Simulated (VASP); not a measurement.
Input of a VASP 6.6.1 run:

File INCAR:

```
SYSTEM = H19C2NO8
  PREC = Accurate
  ENCUT = 520
  EDIFF = 1E-6
  ISMEAR = -1
  SIGMA = 0.02
  LREAL = Auto
  LASPH = .True.
  NELM = 60
  ALGO = Normal
  ISIF = 2
  LWAVE = .False.
  LCHARG = .False.
  GGA = PE
  IVDW = 12
  NBANDS = 61
```

Contents of KPOINTS:

```
Automatic mesh
0
Gamma
  1 1 1
  0 0 0
```

Contents of POSCAR:

```
H19C2NO8
1.0
    7.1118100000      0.0000000000      0.0000000000
    0.0000000000      7.1118100000      0.0000000000
    0.0000000000      0.0000000000      7.1118100000
O H C N
8 19 2 1
Direct
    0.5395110387      0.0394695584      0.1344524108
   -0.0107848775      0.4533445072      0.2866640138
    0.9622444919      0.0377822242      0.3303519076
    0.6923975753      0.2093700478      0.7972794549
    0.8006400621      0.7571490239      0.1211224709
    0.4252503934      0.4943045441      0.8599357969
    0.0037683796      0.4333917807      0.7217712509
    0.6289819329      0.8210146222      0.7190715163
    0.4106268306      0.0532775763      0.1061192580
    0.5917762145      0.0999745494      0.0235945561
    0.0993417991      0.5328179465      0.2688204550
   -0.0978513205      0.5451636081      0.2317412867
    0.9474803180      0.1660899265      0.2910370215
    0.9038064853     -0.0434488548      0.2354956052
    0.8153479916      0.2723216734      0.7732490041
    0.6702653755      0.1026180396      0.7138407803
    0.6741603052      0.8084017993      0.1401331025
    0.8207193387      0.7642498886     -0.0153266187
    0.4122157369      0.4986213074      0.9951334470
    0.5224408414      0.3935988166      0.8348085790
    0.0003515280      0.4482121991      0.5873047790
    0.1343539830      0.4380881941      0.7412037161
    0.6848467549      0.7620985375      0.6039531427
    0.5746216505      0.7102973786      0.7846947542
    0.3192576855      1.0667748435      0.5655803516
    0.0944625911      0.9687688507      0.5703330095
    0.2582464942      0.8976898989      0.7506106041
    0.2441431928      0.9386499358      0.6020127084
    0.3053371786      0.7920909023      0.4755329515
    0.3334594147      0.6776052791      0.3591068940
```

Potentials or basis: VASP PAW PBE potentials, release 64 (O, H, C, N).

Run with:

```sh
$ cat potpaw_PBE.64/O/POTCAR potpaw_PBE.64/H/POTCAR potpaw_PBE.64/C/POTCAR potpaw_PBE.64/N/POTCAR > POTCAR
$ mpirun -np 1 vasp_gam > vasp.out
```

Q: Predict the largest force.

A: 2.370 eV/Å.

Q: Estimate the dispersion energy per atom.

A: -0.032 eV.

Q: Predict the pressure.

A: 0.0 GPa.

Stress tensor (GPa, compression positive):
```
 1.71  0.05  1.29
 0.05 -0.99 -0.50
 1.29 -0.50 -0.67
```

Caveat: the k points lie up to 0.88 Å⁻¹ apart, too coarse for converged energies, forces and pressures.
